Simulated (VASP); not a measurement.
# EuS (Fm-3m) in VASP: notebook, part 2 of 3

VASP 6.6.1.

## Step 3: Single point, r2SCAN+rVV10+U, collinear spin, ferromagnetic start

POSCAR

```
EuS
1.0
    0.0000000000      2.9785018670      2.9785018670
    2.9785018670      0.0000000000      2.9785018670
    2.9785018670      2.9785018670      0.0000000000
Eu S
1 1
Direct
    0.5000000000      0.5000000000      0.5000000000
    0.0000000000      0.0000000000      0.0000000000
```

INCAR.step1

```
SYSTEM = EuS
PREC     = Accurate       ! precision mode
ENCUT    = 800            ! plane-wave cutoff, eV
ISMEAR   = 0              ! smearing method
SIGMA    = 0.05           ! smearing width, eV
LREAL    = .False.        ! projectors in reciprocal space
LASPH    = .True.         ! aspherical terms in the spheres
NELM     = 200            ! most SCF steps
ISPIN    = 2              ! spin polarisation
MAGMOM   = 7.55 0         ! initial moments
LMAXMIX  = 6              ! l up to which the mixer works
LDAU     = .True.         ! DFT+U
LDAUTYPE = 2            
LDAUL    = 3 -1           ! shell
LDAUU    = 4 0            ! U, eV
LDAUJ    = 0 0          
NBANDS   = 22             ! bands
GGA      = PE             ! functional
ALGO     = Normal         ! electronic algorithm
EDIFF    = 1E-5           ! SCF threshold, eV
LWAVE    = .True.         ! write WAVECAR
LCHARG   = .False.        ! write CHGCAR
GGA_COMPAT= .False.
```

INCAR.step2

```
SYSTEM = EuS
PREC     = Accurate       ! precision mode
ENCUT    = 800            ! plane-wave cutoff, eV
EDIFF    = 1E-6           ! SCF threshold, eV
ISMEAR   = 0              ! smearing method
SIGMA    = 0.05           ! smearing width, eV
LREAL    = .False.        ! projectors in reciprocal space
LASPH    = .True.         ! aspherical terms in the spheres
NELM     = 200            ! most SCF steps
ALGO     = Normal         ! electronic algorithm
ISIF     = 2              ! what is computed and relaxed
LWAVE    = .False.        ! write WAVECAR
LCHARG   = .False.        ! write CHGCAR
ISPIN    = 2              ! spin polarisation
MAGMOM   = 7.55 0         ! initial moments
LORBIT   = 11             ! projections on sites
LMAXMIX  = 6              ! l up to which the mixer works
LDAU     = .True.         ! DFT+U
LDAUTYPE = 2            
LDAUL    = 3 -1           ! shell
LDAUU    = 4 0            ! U, eV
LDAUJ    = 0 0          
LDAUPRINT= 1            
METAGGA  = R2SCAN         ! meta-GGA
LMIXTAU  = .True.       
LUSE_VDW = .True.       
IVDW_NL  = 2            
BPARAM   = 11.95        
CPARAM   = 0.0093       
NBANDS   = 22             ! bands
ISTART   = 1            
GGA_COMPAT= .False.
```

KPOINTS

```
regular mesh
0
Gamma
  8 8 8
  0 0 0
```

Potentials or basis: VASP PAW PBE potentials, release 64 (Eu, S).

Launch:

```
cat potpaw_PBE.64/Eu/POTCAR potpaw_PBE.64/S/POTCAR > POTCAR
cp INCAR.step1 INCAR
mpirun -np 1 vasp_std > vasp.out
cp INCAR.step2 INCAR
mpirun -np 1 vasp_std > vasp.out
```

OUTCAR:

```text
SYSTEM = EuS
   PREC = Accurate
   ENCUT = 800
   EDIFF = 1E-6
   ISMEAR = 0
   LREAL = .False.
   LASPH = .True.
   NELM = 200
   ISIF = 2
   ISPIN = 2
   LORBIT = 11
   METAGGA = R2SCAN
   IVDW_NL = 2
   BPARAM = 11.95
   ISTART = 1

 ion  position               nearest neighbor table
   1  0.500  0.500  0.500-   2 2.98   2 2.98   2 2.98   2 2.98   2 2.98   2 2.98
   2  0.000  0.000  0.000-   1 2.98   1 2.98   1 2.98   1 2.98   1 2.98   1 2.98

  LATTYP: Found a face centered cubic cell.
 ALAT       =     5.9570037340

  Lattice vectors:

 A1 = (   0.0000000000,   2.9785018670,   2.9785018670)
 A2 = (   2.9785018670,   0.0000000000,   2.9785018670)
 A3 = (   2.9785018670,   2.9785018670,   0.0000000000)

Analysis of symmetry for initial positions (statically):
=====================================================================
 Subroutine PRICEL returns:
 Original cell was already a primitive cell.

 Routine SETGRP: Setting up the symmetry group for a
 face centered cubic supercell.

 Subroutine GETGRP returns: Found 48 space group operations
 (whereof 48 operations were pure point group operations)
 out of a pool of 48 trial point group operations.

The static configuration has the point symmetry O_h .

Analysis of symmetry for dynamics (positions and initial velocities):
=====================================================================
 Subroutine PRICEL returns:
 Original cell was already a primitive cell.

 Routine SETGRP: Setting up the symmetry group for a
 face centered cubic supercell.

 Subroutine GETGRP returns: Found 48 space group operations
 (whereof 48 operations were pure point group operations)
 out of a pool of 48 trial point group operations.

The dynamic configuration has the point symmetry O_h .

Analysis of structural, dynamic, and magnetic symmetry:
[... 175 lines left out ...]
  0.0000 -0.0000  0.0000 -0.0000  0.0014 -0.0000 -0.0009
  0.0000  0.0000 -0.0000 -0.0000 -0.0000  0.0007  0.0000
 -0.0000 -0.0000  0.0000 -0.0000 -0.0009  0.0000  0.0019

 occupancies and eigenvectors

  o =  0.0000  v =  0.0000  0.0000  0.0000  0.0000  0.0000  0.0000  0.0000 -0.0000 -1.0000  0.0000  0.0000 -0.0000  0.0000 -0.0000      0.0000  0.0000  0.0000  0.0000  0.0000  0.0000  0.0000  0.0000  0.0000  0.0000  0.0000  0.0000  0.0000  0.0000
  o =  0.0007  v =  0.0000  0.0000  0.0000  0.0000  0.0000  0.0000  0.0000  0.6124 -0.0000 -0.7906 -0.0000  0.0005 -0.0008  0.0004      0.0000  0.0000  0.0000  0.0000  0.0000  0.0000  0.0000  0.0000  0.0000  0.0000  0.0000  0.0000  0.0000  0.0000
  o =  0.0007  v =  0.0000  0.0000  0.0000  0.0000  0.0000  0.0000  0.0000  0.0004  0.0000 -0.0005 -0.0000 -0.7906 -0.0003 -0.6124      0.0000  0.0000  0.0000  0.0000  0.0000  0.0000  0.0000  0.0000  0.0000  0.0000  0.0000  0.0000  0.0000  0.0000
  o =  0.0007  v =  0.0000  0.0000  0.0000  0.0000  0.0000  0.0000  0.0000 -0.0005 -0.0000  0.0006 -0.0000  0.0002 -1.0000  0.0002      0.0000  0.0000  0.0000  0.0000  0.0000  0.0000  0.0000  0.0000  0.0000  0.0000  0.0000  0.0000  0.0000  0.0000
  o =  0.0026  v =  0.0000  0.0000  0.0000  0.0000  0.0000  0.0000  0.0000  0.7906 -0.0000  0.6124 -0.0000 -0.0005 -0.0000  0.0006      0.0000  0.0000  0.0000  0.0000  0.0000  0.0000  0.0000  0.0000  0.0000  0.0000  0.0000  0.0000  0.0000  0.0000
  o =  0.0026  v =  0.0000  0.0000  0.0000  0.0000  0.0000  0.0000  0.0000  0.0006 -0.0000  0.0005 -0.0004  0.6124 -0.0000 -0.7906      0.0000  0.0000  0.0000  0.0000  0.0000  0.0000  0.0000  0.0000  0.0000  0.0000  0.0000  0.0000  0.0000  0.0000
  o =  0.0026  v =  0.0000  0.0000  0.0000  0.0000  0.0000  0.0000  0.0000 -0.0000  0.0000 -0.0000 -1.0000 -0.0002  0.0000  0.0003      0.0000  0.0000  0.0000  0.0000  0.0000  0.0000  0.0000  0.0000  0.0000  0.0000  0.0000  0.0000  0.0000  0.0000
  o =  0.9706  v =  0.0000  0.0000  0.0000 -0.9252 -0.2324  0.0000  0.3000  0.0000  0.0000  0.0000  0.0000  0.0000  0.0000  0.0000      0.0000  0.0000  0.0000  0.0000  0.0000  0.0000  0.0000  0.0000  0.0000  0.0000  0.0000  0.0000  0.0000  0.0000
  o =  0.9706  v =  0.0000 -0.0000  0.0000 -0.3795  0.5666 -0.0000 -0.7314  0.0000  0.0000  0.0000  0.0000  0.0000  0.0000  0.0000      0.0000  0.0000  0.0000  0.0000  0.0000  0.0000  0.0000  0.0000  0.0000  0.0000  0.0000  0.0000  0.0000  0.0000
  o =  0.9706  v = -0.7906  0.0000 -0.6124 -0.0000  0.0000 -0.0000  0.0000  0.0000  0.0000  0.0000  0.0000  0.0000  0.0000  0.0000      0.0000  0.0000  0.0000  0.0000  0.0000  0.0000  0.0000  0.0000  0.0000  0.0000  0.0000  0.0000  0.0000  0.0000
  o =  0.9727  v =  0.0000  1.0000 -0.0000  0.0000  0.0000 -0.0000 -0.0000  0.0000  0.0000  0.0000  0.0000  0.0000  0.0000  0.0000      0.0000  0.0000  0.0000  0.0000  0.0000  0.0000  0.0000  0.0000  0.0000  0.0000  0.0000  0.0000  0.0000  0.0000
  o =  0.9741  v =  0.0000  0.0000 -0.0000  0.0000 -0.2105  0.9639 -0.1631  0.0000  0.0000  0.0000  0.0000  0.0000  0.0000  0.0000      0.0000  0.0000  0.0000  0.0000  0.0000  0.0000  0.0000  0.0000  0.0000  0.0000  0.0000  0.0000  0.0000  0.0000
  o =  0.9741  v =  0.0000  0.0000  0.0000 -0.0000  0.7620  0.2663  0.5903  0.0000  0.0000  0.0000  0.0000  0.0000  0.0000  0.0000      0.0000  0.0000  0.0000  0.0000  0.0000  0.0000  0.0000  0.0000  0.0000  0.0000  0.0000  0.0000  0.0000  0.0000
  o =  0.9741  v =  0.6124  0.0000 -0.7906 -0.0000  0.0000 -0.0000  0.0000  0.0000  0.0000  0.0000  0.0000  0.0000  0.0000  0.0000      0.0000  0.0000  0.0000  0.0000  0.0000  0.0000  0.0000  0.0000  0.0000  0.0000  0.0000  0.0000  0.0000  0.0000

 number of electron      23.0000002 magnetization       7.0000002

 Free energy of the ion-electron system (eV)
  ---------------------------------------------------
  ext. energy  EPLUGINS =         0.00000000
  ---------------------------------------------------
  free energy    TOTEN  =       -51.49529064 eV

  energy without entropy =      -51.49522094  energy(sigma->0) =      -51.49525579

 E-fermi :   3.6184     XC(G=0): -10.0968

 val. band max:        3.5719116491   @ k =   0.0000   0.0000   0.0000
 cond. band min:       3.6648691612   @ k =   0.5000   0.5000   0.0000
 fundamental gap:      0.0929575121
 Fermi energy:         3.6183945198

 spin component 1

 k-point     1 :       0.0000    0.0000    0.0000
  band No.  band energies     occupation
      1     -38.0633      1.00000
      2     -16.2927      1.00000
      3     -16.2927      1.00000
      4     -16.2927      1.00000
      5      -9.8925      1.00000
      6       1.1226      1.00000
[... 1193 lines left out ...]
     21      13.5986      0.00000
     22      13.7218      0.00000

 [... further k-points ...]

------------------------ aborting loop because EDIFF is reached ----------------------------------------

  FORCE on cell =-STRESS in cart. coord.  units (eV):
  Direction    XX          YY          ZZ          XY          YZ          ZX
  --------------------------------------------------------------------------------------
  -------------------------------------------------------------------------------------
  Total       -0.2809489     -0.2809489     -0.2809489      0.0000000      0.0000000      0.0000000
  in kB       -8.5175431     -8.5175431     -8.5175431      0.0000000      0.0000000      0.0000000
  external PRESSURE =      -8.5175431 kB  Pullay stress =       0.0000000 kB

 VOLUME and BASIS-vectors are now :
 -----------------------------------------------------------------------------
  energy-cutoff  :      800.00
  volume of cell :       52.85
      direct lattice vectors                 reciprocal lattice vectors
     0.000000000  2.978501867  2.978501867    -0.167869628  0.167869628  0.167869628
     2.978501867  0.000000000  2.978501867     0.167869628 -0.167869628  0.167869628
     2.978501867  2.978501867  0.000000000     0.167869628  0.167869628 -0.167869628

 POSITION                                       TOTAL-FORCE (eV/Angst)
 -----------------------------------------------------------------------------------
      2.97850      2.97850      2.97850         0.000000      0.000000     -0.000000
      0.00000      0.00000      0.00000        -0.000000     -0.000000      0.000000
 -----------------------------------------------------------------------------------
    total drift:                               -0.000000     -0.000000      0.000000

  FREE ENERGIE OF THE ION-ELECTRON SYSTEM (eV)
  ---------------------------------------------------
  free  energy   TOTEN  =       -51.4952906351 eV

  energy  without entropy=      -51.4952209405  energy(sigma->0) =      -51.49525579

 total charge

# of ion       s       p       d       f       tot
--------------------------------------------------
    1        2.036   5.827   0.233   6.809  14.905
    2        1.305   2.474   0.000   0.000   3.779
--------------------------------------------------
tot          3.341   8.301   0.233   6.809  18.684

 magnetization (x)

# of ion       s       p       d       f       tot
--------------------------------------------------
    1       -0.027  -0.194   0.048   6.790   6.618
    2       -0.009  -0.067   0.000   0.000  -0.076
--------------------------------------------------
tot         -0.035  -0.261   0.048   6.790   6.542
```

It took 13 min on 1 thread of AMD EPYC 9755, shared host; peak memory 0.59 GiB.

What came out:

| Quantity | Value |
| --- | --- |
| Free energy | -51.4953 eV |
| Pressure | -0.9 GPa |
| Band gap on the k mesh | 0.09 eV (least direct gap 0.30 eV) |
| Net moment | 7.00 μB per cell |
| Site moments | Eu +6.62; S -0.08 μB |
| Valence electrons inside the program's atomic spheres | Eu 14.90; S 3.78 |

Eigenvalues of the final occupation matrices:
```tsv
site	spin	trace	eigenvalues
site 1 f	1	6.81	0.97 0.97 0.97 0.97 0.97 0.97 0.97
site 1 f	2	0.01	0.00 0.00 0.00 0.00 0.00 0.00 0.00
```

Caveat: the PAW data sets were made with another functional, which shifts forces and pressure a little; spin-orbit coupling is left out, which moves the levels of the heavy elements; a cell with one magnetic atom can't hold antiferromagnetic order, which such compounds often take. The state reached can hang on the start; a lower one may exist.

[end of part 2 of 3]
